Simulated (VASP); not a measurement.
Write the native input for VASP 6.6.1 that does the following.

```yaml
Task: single point
Functional: PBE
Potentials_or_basis: VASP PAW PBE potentials, release 64 (Ta_pv, Ga_d, Ge_d, Se)
Cutoff: 520 eV
k_mesh: 4 × 4 × 4
Occupations: gaussian, width 0.1 eV
Spin: no spin polarisation
Dipole_correction: no
Further_INCAR_settings: ALGO = Normal; EDIFF = 1e-07; NBANDS = 30
```

The structure of TaGaGeSe lies in POSCAR:

```
TaGaGeSe
1.0
    3.8765661934      0.0000000000      0.0000000000
    0.0000000000      3.8765661934      0.0000000000
    0.0000000000      0.0000000000      5.2860250161
Ta Ga Ge Se
1 1 1 1
Direct
    0.0000000000      0.0000000000      0.5000000000
    0.5000000000      0.5000000000      0.5000000000
    0.5000000000      0.5000000000      0.0000000000
    0.0000000000      0.0000000000      0.0000000000
```

These files were run (other wordings do the same):

INCAR

```
SYSTEM = TaGaGeSe
ALGO = Normal
EDIFF = 1E-7
ENCUT = 520
GGA = PE
ISIF = 2
ISMEAR = 0
LASPH = .TRUE.
LCHARG = .FALSE.
LREAL = .FALSE.
LWAVE = .FALSE.
NBANDS = 30
NELM = 60
PREC = Accurate
SIGMA = 0.1
```

KPOINTS

```
k-points
0
G
  4 4 4
  0 0 0
```

Potentials or basis: VASP PAW PBE potentials, release 64 (Ta_pv, Ga_d, Ge_d, Se).

Launch:

```bash
$ cat potpaw_PBE.64/Ta_pv/POTCAR potpaw_PBE.64/Ga_d/POTCAR potpaw_PBE.64/Ge_d/POTCAR potpaw_PBE.64/Se/POTCAR > POTCAR
$ mpirun -np 1 vasp_std > vasp.out
```

Results of the run:

```json
{"Pressure": "0.1 GPa", "Band gap on the k mesh": "zero (band 22 reaches 7.22 eV, above the bottom of band 23 at 5.23 eV)"}
```

Caveat: the k points lie up to 0.41 Å⁻¹ apart; spin-orbit coupling is left out, which moves the levels of the heavy elements.

Wall time 36 s on 1 thread of Intel(R) Xeon(R) Platinum 8375C CPU @ 2.90GHz (Ice Lake), on a shared host, peak memory 0.21 GiB.
